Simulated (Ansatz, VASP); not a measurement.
# CdS: VASP beside Ansatz

```
CELL_PARAMETERS angstrom
0.00000 2.97370 2.97370
2.97370 0.00000 2.97370
2.97370 2.97370 0.00000
ATOMIC_POSITIONS crystal
Cd 0.00000 0.00000 0.00000
S 0.75000 0.75000 0.75000
```

Alike in both runs: task single point; functional BHLYP; k mesh 4 × 4 × 4; occupations fermi-dirac, width 0.05 eV; no spin polarisation.

|  | VASP | Ansatz |
| --- | --- | --- |
| version | VASP 6.6.1 | Ansatz 0.2.0 |
| potentials or method | VASP PAW PBE potentials, release 64 (Cd, S) | Ansatz PAW |
| plane-wave cutoff (eV) | 520 | 420 |
| valence electrons in the cell | 18 | 26 |

|  | VASP | Ansatz | Ansatz less VASP |
| --- | --- | --- | --- |
| gap on the k mesh at the Fermi level (eV) | 4.52 | 4.44 | -0.081 |
| least direct gap on the mesh (eV) | 4.52 | 4.44 | -0.081 |
| pressure (GPa) | -0.3 | -0.3 | -0.03 |

VASP's potentials were made for PBE, not for BHLYP. The functional is the same, so the differences come from potentials, cutoffs and numerics. VASP's potentials hold 18 valence electrons a cell and Ansatz's 26, so a difference there can come from the potentials and not from the codes.

The k mesh is coarse, so the values compare programs but aren't converged.
